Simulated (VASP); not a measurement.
# Ti3C in VASP: a series of runs

The runs below take Ti3C through single point, with PBE.

Program: VASP 6.6.1. These are calculated values, not measurements. Logs are shortened: lines on timing, memory, paths and dates and some standing lists are left out, and cuts for length are marked.

## Step 1: The cell of the first run

The cell holds a slab with vacuum, 4 atoms: a = 2.819 Å, b = 2.819 Å, c = 19.826 Å, α = 90.00°, β = 90.00°, γ = 109.47°.

## Step 2: Single point, PBE

File INCAR:

```
SYSTEM = Ti3C
PREC = Accurate ; ENCUT = 520
EDIFF = 1E-6 ; ISMEAR = 0
SIGMA = 0.1 ; LREAL = .False.
LASPH = .True. ; NELM = 60
ALGO = Normal ; ISIF = 2
LWAVE = .False. ; LCHARG = .False.
LDIPOL = .True. ; IDIPOL = 3
DIPOL = 0.5 0.5 0.358 ; GGA = PE
NBANDS = 28
```

File KPOINTS:

```
regular mesh
0
Gamma
  10 10 1
  0 0 0
```

File POSCAR:

```
Ti3C
1.0
    2.8192036111      0.0000000000      0.0000000000
   -0.9397345370      2.6579706546      0.0000000000
    0.0000000000      0.0000000000     19.8263803360
Ti C
3 1
Direct
    0.5000000000      0.5000000000      0.2017514005
    0.0000000000      0.0000000000      0.3111715305
    0.5000000000      0.5000000000      0.4199647235
    0.5000000000      0.8333333333      0.4978055028
```

Potentials or basis: VASP PAW PBE potentials, release 64 (Ti_sv, C).

The run is started by

```console
$ cat potpaw_PBE.64/Ti_sv/POTCAR potpaw_PBE.64/C/POTCAR > POTCAR
$ mpirun -np 1 vasp_std > vasp.out
```

OUTCAR:

```text
SYSTEM = Ti3C
   PREC = Accurate
   ENCUT = 520
   EDIFF = 1E-6
   ISMEAR = 0
   LREAL = .False.
   LASPH = .True.
   NELM = 60
   ISIF = 2
   GGA = PE

 ion  position               nearest neighbor table
   1  0.500  0.500  0.202-   2 2.71   2 2.71
   2  0.000  0.000  0.311-   3 2.70   3 2.70   1 2.71   1 2.71
   3  0.500  0.500  0.420-   4 1.81   4 2.43   2 2.70   2 2.70
   4  0.500  0.833  0.498-   3 1.81   3 2.43

  LATTYP: Found a base centered orthorhombic cell.
 ALAT       =     3.2553359276
 B/A-ratio  =     1.4142135624
 C/A-ratio  =     6.0904253132

  Lattice vectors:

 A1 = (   2.8192036111,   0.0000000000,   0.0000000000)
 A2 = (  -0.9397345370,   2.6579706546,   0.0000000000)
 A3 = (   0.0000000000,   0.0000000000,  19.8263803360)

Analysis of symmetry for initial positions (statically):
=====================================================================
 Subroutine PRICEL returns:
 Original cell was already a primitive cell.

 Routine SETGRP: Setting up the symmetry group for a
 base centered orthorhombic supercell.

 Subroutine GETGRP returns: Found  1 space group operations
 (whereof  1 operations were pure point group operations)
 out of a pool of  8 trial point group operations.

The static configuration has the point symmetry C_1 .

Analysis of symmetry for dynamics (positions and initial velocities):
=====================================================================
 Subroutine PRICEL returns:
 Original cell was already a primitive cell.

 Routine SETGRP: Setting up the symmetry group for a
 base centered orthorhombic supercell.

 Subroutine GETGRP returns: Found  1 space group operations
 (whereof  1 operations were pure point group operations)
 out of a pool of  8 trial point group operations.

The dynamic configuration has the point symmetry C_1 .

 Subroutine INISYM returns: Found  1 space group operations
 (whereof  1 operations are pure point group operations),
 and found     1 'primitive' translations

----------------------------------------------------------------------------------------

                                     Primitive cell

  volume of cell :     148.5662

  direct lattice vectors                    reciprocal lattice vectors
     2.819203611  0.000000000  0.000000000     0.354710102  0.125408959  0.000000000
    -0.939734537  2.657970655  0.000000000     0.000000000  0.376226878  0.000000000
     0.000000000  0.000000000 19.826380336     0.000000000  0.000000000  0.050437850

  length of vectors
     2.819203611  2.819203611 19.826380336     0.376226878  0.376226878  0.050437850

  position of ions in fractional coordinates (direct lattice)
     0.500000000  0.500000000  0.201751401
     0.000000000  0.000000000  0.311171530
     0.500000000  0.500000000  0.419964724
     0.500000000  0.833333333  0.497805503

  ion indices of the primitive-cell ions
   primitive index   ion index
                 1           1
                 2           2
                 3           3
                 4           4

----------------------------------------------------------------------------------------

 KPOINTS: regular mesh

Automatic generation of k-mesh.
 Grid dimensions read from file:
 generate k-points for:   10   10    1

 Generating k-lattice:

  Cartesian coordinates                     Fractional coordinates (reciprocal lattice)
     0.035471010  0.012540896  0.000000000     0.100000000  0.000000000  0.000000000
     0.000000000  0.037622688  0.000000000     0.000000000  0.100000000  0.000000000
     0.000000000  0.000000000  0.050437850     0.000000000  0.000000000  1.000000000

  Length of vectors
     0.037622688  0.037622688  0.050437850

  Shift w.r.t. Gamma in fractional coordinates (k-lattice)
     0.000000000  0.000000000  0.000000000

 Subroutine IBZKPT returns following result:
 ===========================================

 Found     52 irreducible k-points:

 Following reciprocal coordinates:
            Coordinates               Weight
  0.000000  0.000000  0.000000      1.000000
  0.100000 -0.000000  0.000000      2.000000
  0.000000  0.100000  0.000000      2.000000
  0.200000 -0.000000  0.000000      2.000000
  0.000000  0.200000  0.000000      2.000000
  0.300000  0.000000  0.000000      2.000000
[... 16 lines left out ...]
 -0.300000  0.100000  0.000000      2.000000
  0.100000 -0.300000  0.000000      2.000000
 [... further k-points ...]
   k-points           NKPTS =     52   k-points in BZ     NKDIM =     52   number of bands    NBANDS=     28
   number of dos      NEDOS =    301   number of ions     NIONS =      4
   total plane-waves  NPLWV =  86400
   dimension x,y,z NGX =    24 NGY =   24 NGZ =  150
   dimension x,y,z NGXF=    48 NGYF=   48 NGZF=  300
   ions per type =               3   1
   NGX,Y,Z   is equivalent  to a cutoff of  14.15, 14.15, 12.58 a.u.
   NGXF,Y,Z  is equivalent  to a cutoff of  28.31, 28.31, 25.16 a.u.
 SYSTEM =  Ti3C
   PREC   = accura    normal or accurate (medium, high low for compatibility)
   ISTART =      0    job   : 0-new  1-cont  2-samecut
   ICHARG =      2    charge: 1-file 2-atom 10-const
   ISPIN  =      1    spin polarized calculation?
   LNONCOLLINEAR =      F non collinear calculations
   LSORBIT =      F    spin-orbit coupling
   LASPH  =      T    aspherical Exc in radial PAW
   ENCUT  =  520.0 eV  38.22 Ry    6.18 a.u.   5.24  5.24 36.86*2*pi/ulx,y,z
   NELM   =     60;   NELMIN=  2; NELMDL= -5     # of ELM steps
   EDIFF  = 0.1E-05   stopping-criterion for ELM
   LREAL  =      F    real-space projection
   EDIFFG = 0.1E-04   stopping-criterion for IOM
   NSW    =      0    number of steps for IOM
   IBRION =     -1    ionic relax: 0-MD 1-quasi-New 2-CG
   NFREE  =      0    steps in history (QN), initial steepest desc. (CG)
   ISIF   =      2    stress and relaxation
   ISYM   =      2    0-nonsym 1-usesym 2-fastsym
   POTIM  = 0.5000    time-step for ionic-motion
   TEBEG  =    0.0;   TEEND  =   0.0 temperature during run
   PSTRESS=    0.0 pullay stress
   NELECT =      40.0000    total number of electrons
   NUPDOWN=      -1.0000    fix difference up-down
   EMIN   =  10.00;   EMAX   =-10.00  energy-range for DOS
   EFERMI =   0.00;   METHOD = LEGACY
   ISMEAR =     0;   SIGMA  =   0.10  broadening in eV -4-tet -1-fermi 0-gaus
   EFERMI_NEDOS =   21; number of points for ismear=-14 and -15
   IALGO  =     38    algorithm
   IMIX   =      4    mixing-type and parameters
     AMIX     =   0.40;   BMIX     =  1.00
     AMIX_MAG =   1.60;   BMIX_MAG =  1.00
  volume/ion in A,a.u.               =      37.14       250.64
  Fermi-wavevector in a.u.,A,eV,Ry     =   1.057113  1.997654 15.204350  1.117488
  Thomas-Fermi vector in A             =   2.192374
   LORBIT       =      0    0 simple, 1 ext, 2 COOP (PROOUT), +10 PAW based schemes
   GGA     = PE    functional components
   LHFCALC =     F    Hartree Fock is set to
   AEXX    =    0.0000 exact exchange contribution
   IVDW    =     0    specifies the selected vdW correction
   LEPSILON=     F    determine dielectric tensor
   LRPA    =     F    only Hartree local field effects (RPA)
 non-spin polarized calculation
 Gauss-broadening in eV      SIGMA  =   0.10
  energy-cutoff  :      520.00
  volume of cell :      148.57
 maximum number of plane-waves:      4027
 NGX is ok and might be reduce to    24
   NGX = 11   NGY = 11   NGZ = 73

 dipolmoment           0.000000      0.000000     -0.002355 electrons x Angstroem

 number of electron      39.9999993 magnetization

 dipolmoment           0.000000      0.000000      0.097095 electrons x Angstroem

 Free energy of the ion-electron system (eV)
  ---------------------------------------------------
  ext. energy  EPLUGINS =         0.00000000
  ---------------------------------------------------
  free energy    TOTEN  =       -27.46710014 eV

  energy without entropy =      -27.42912980  energy(sigma->0) =      -27.44811497

 E-fermi :  -0.2101     XC(G=0):  -5.5022

 val. band max:       -0.2128529719   @ k =   0.3000   0.0000   0.0000
 cond. band min:      -0.2041708421   @ k =   0.5000   0.1000   0.0000
 fundamental gap:      0.0086821298
 Fermi energy:        -0.2100824912

 k-point     1 :       0.0000    0.0000    0.0000
  band No.  band energies     occupation
      1     -56.8594      2.00000
      2     -56.5128      2.00000
      3     -56.1535      2.00000
      4     -33.2705      2.00000
      5     -32.8828      2.00000
      6     -32.8247      2.00000
[... 20 lines left out ...]
     27       2.3498      0.00000
     28       2.4849      0.00000

 k-point     2 :       0.1000   -0.0000    0.0000
  band No.  band energies     occupation
      1     -56.8523      2.00000
      2     -56.5062      2.00000
      3     -56.1476      2.00000
      4     -33.2588      2.00000
      5     -32.9341      2.00000
      6     -32.8060      2.00000
[... 20 lines left out ...]
     27       2.2525      0.00000
     28       2.5408      0.00000

 k-point     3 :       0.0000    0.1000    0.0000
  band No.  band energies     occupation
      1     -56.8523      2.00000
      2     -56.5062      2.00000
      3     -56.1475      2.00000
      4     -33.2587      2.00000
      5     -32.9288      2.00000
      6     -32.8049      2.00000
[... 20 lines left out ...]
     27       2.2710      0.00000
     28       2.4529      0.00000

 k-point     4 :       0.2000   -0.0000    0.0000
  band No.  band energies     occupation
      1     -56.8335      2.00000
      2     -56.4890      2.00000
      3     -56.1324      2.00000
      4     -33.2320      2.00000
      5     -33.0496      2.00000
      6     -32.8453      2.00000
[... 578 lines left out ...]
     27       2.5586      0.00000
     28       2.9090      0.00000

 k-point    23 :      -0.3000    0.1000    0.0000
  band No.  band energies     occupation
      1     -56.8095      2.00000
      2     -56.4656      2.00000
      3     -56.1093      2.00000
      4     -33.2170      2.00000
      5     -33.1501      2.00000
      6     -32.9069      2.00000
[... 20 lines left out ...]
     27       2.3759      0.00000
     28       2.6849      0.00000

 k-point    24 :       0.1000   -0.3000    0.0000
  band No.  band energies     occupation
      1     -56.8095      2.00000
      2     -56.4656      2.00000
      3     -56.1082      2.00000
      4     -33.2126      2.00000
      5     -33.1390      2.00000
      6     -32.9119      2.00000
[... 20 lines left out ...]
     27       2.3461      0.00000
     28       2.4984      0.00000

 [... further k-points ...]

------------------------ aborting loop because EDIFF is reached ----------------------------------------

 vacuum level on the upper side and lower side of the slab       (xc-potential included)         0.962        -1.360

  FORCE on cell =-STRESS in cart. coord.  units (eV):
  Direction    XX          YY          ZZ          XY          YZ          ZX
  --------------------------------------------------------------------------------------
  -------------------------------------------------------------------------------------
  Total        0.4359665      0.1290770      1.5855035     -0.3327197      2.2884517     -1.0878301
  in kB        4.7015783      1.3920002     17.0984893     -3.5881369     24.6792678    -11.7314471
  external PRESSURE =       7.7306893 kB  Pullay stress =       0.0000000 kB

 VOLUME and BASIS-vectors are now :
 -----------------------------------------------------------------------------
  energy-cutoff  :      520.00
  volume of cell :      148.57
      direct lattice vectors                 reciprocal lattice vectors
     2.819203611  0.000000000  0.000000000     0.354710102  0.125408959  0.000000000
    -0.939734537  2.657970655  0.000000000     0.000000000  0.376226878  0.000000000
     0.000000000  0.000000000 19.826380336     0.000000000  0.000000000  0.050437850

 POSITION                                       TOTAL-FORCE (eV/Angst)
 -----------------------------------------------------------------------------------
      0.93973      1.32899      4.00000        -0.097468     -0.027778      0.074169
      0.00000      0.00000      6.16941         0.154740      0.330050     -0.850442
      0.93973      1.32899      8.32638         0.704728     -2.168847      0.718827
      0.62649      2.21498      9.86968        -0.762000      1.866576      0.057447
 -----------------------------------------------------------------------------------
    total drift:                                0.000007      0.000068      0.000487

  FREE ENERGIE OF THE ION-ELECTRON SYSTEM (eV)
  ---------------------------------------------------
  free  energy   TOTEN  =       -27.4671001365 eV

  energy  without entropy=      -27.4291297968  energy(sigma->0) =      -27.44811497

 vacuum level on the upper side and lower side of the slab         6.256         3.860
```

It took 3 min on 1 thread of Intel Xeon 6975P-C (Granite Rapids), shared host; peak memory 0.37 GiB.

Results:

| Property | Result |
| --- | --- |
| Free energy | -27.4671 eV |
| Largest force | 2.391 eV/Å |
| Band gap on the k mesh | zero (band 20 reaches 0.02 eV, above the bottom of band 21 at -0.39 eV) |

Forces in eV/Å, atoms in the order of the input:
```
Ti  -0.097 -0.028  0.074
Ti   0.155  0.330 -0.850
Ti   0.705 -2.169  0.719
C   -0.762  1.867  0.057
```

## Step 3: Single point, PBE

File INCAR:

```
PREC = Accurate
ENCUT = 520
EDIFF = 1E-7
ISMEAR = 0
SIGMA = 0.1
LREAL = F
LASPH = T
NELM = 80
ALGO = Normal
ISIF = 2
LWAVE = F
LCHARG = F
LDIPOL = T
IDIPOL = 3
DIPOL = 0.5 0.5 0.361
GGA = PE
NBANDS = 28
```

File KPOINTS:

```
Automatic mesh
0
Gamma
  10 10 1
```

Edit POSCAR of step 2 so:

```diff
@@ -11,2 +11,2 @@
     0.5000000000      0.5000000000      0.4199647235
-    0.5000000000      0.8333333333      0.4978055028
+    0.5000000000      0.6666666667      0.5128555574
```

Potentials or basis: VASP PAW PBE potentials, release 64 (Ti_sv, C).

The run is started by

```console
$ cat potpaw_PBE.64/Ti_sv/POTCAR potpaw_PBE.64/C/POTCAR > POTCAR
$ mpirun -np 1 vasp_std > vasp.out
```

It took 3.3 min on 1 thread of Intel Xeon 6975P-C (Granite Rapids), shared host; peak memory 0.37 GiB.

Results (log left out):

| Property | Result |
| --- | --- |
| Free energy | -26.7431 eV |
| Largest force | 1.221 eV/Å |
| Band gap on the k mesh | zero (band 20 reaches 0.15 eV, above the bottom of band 21 at -0.40 eV) |

Forces on the atoms (eV/Å):
```
Ti  -0.050 -0.035 -0.003
Ti   0.070  0.233 -0.374
Ti   0.350 -1.120  0.338
C   -0.370  0.922  0.038
```

Levels at points of the mesh, in eV from the Fermi level:
```tsv
k point	band 17	band 18	band 19	band 20	band 21	band 22	band 23	band 24
(0.00, 0.00, 0.00)	-1.01	-0.38	-0.01	0.20	0.86	1.04	1.08	1.39
(0.50, 0.00, 0.00)	-1.45	-0.50	-0.36	-0.13	-0.04	0.77	1.08	2.26
(0.00, 0.50, 0.00)	-1.34	-0.66	-0.36	-0.18	0.04	0.79	1.20	1.77
(0.50, 0.50, 0.00)	-1.73	-1.36	-0.54	-0.47	0.30	0.42	1.73	2.07
```

## Step 4: Single point, PBE

File INCAR:

```
SYSTEM = Ti3C
ALGO = Normal ; DIPOL = 0.5 0.5 0.358
EDIFF = 1E-6 ; ENCUT = 520
GGA = PE ; IDIPOL = 3
ISIF = 2 ; ISMEAR = 0
LASPH = .True. ; LCHARG = .False.
LDIPOL = .True. ; LREAL = .False.
LWAVE = .False. ; NBANDS = 28
NELM = 100 ; PREC = Accurate
SIGMA = 0.1
```

File KPOINTS:

```
k-points
0
Gamma
  10 10 1
  0 0 0
```

Edit POSCAR of step 3 so:

```diff
@@ -11,2 +11,2 @@
     0.5000000000      0.5000000000      0.4199647235
-    0.5000000000      0.6666666667      0.5128555574
+    0.6666666667      0.8333333333      0.4998329807
```

The run is started by

```console
$ cat potpaw_PBE.64/Ti_sv/POTCAR potpaw_PBE.64/C/POTCAR > POTCAR
$ mpirun -np 1 vasp_std > vasp.out
```

It took 3.8 min on 1 thread of Intel Xeon 6975P-C (Granite Rapids), shared host; peak memory 0.37 GiB.

The run converged. Its results:

```yaml
Free_energy: -27.3570 eV
Largest_force: 2.522 eV/Å
Band_gap_on_the_k_mesh: zero (band 20 reaches 0.01 eV, above the bottom of band 21 at -0.40 eV)
```

Forces in eV/Å, atoms in the order of the input:
```
Ti  -0.077 -0.065  0.040
Ti   0.272  0.477 -0.594
Ti  -0.535 -2.415  0.491
C    0.340  2.003  0.062
```

Levels at points of the mesh, in eV from the Fermi level:
```tsv
k point	band 16	band 17	band 18	band 19	band 20	band 21	band 22	band 23	band 24	band 25
(0.00, 0.00, 0.00)	-2.64	-0.71	-0.31	-0.04	0.17	0.80	0.95	1.12	1.40	2.06
(0.50, 0.00, 0.00)	-1.95	-1.41	-0.56	-0.33	-0.20	0.12	0.61	1.10	2.53	2.61
(0.00, 0.50, 0.00)	-1.91	-1.01	-0.72	-0.33	-0.19	0.15	0.72	1.14	1.52	2.54
(0.50, 0.50, 0.00)	-1.98	-1.73	-1.56	-0.55	-0.29	0.33	1.07	1.75	2.13	2.44
```
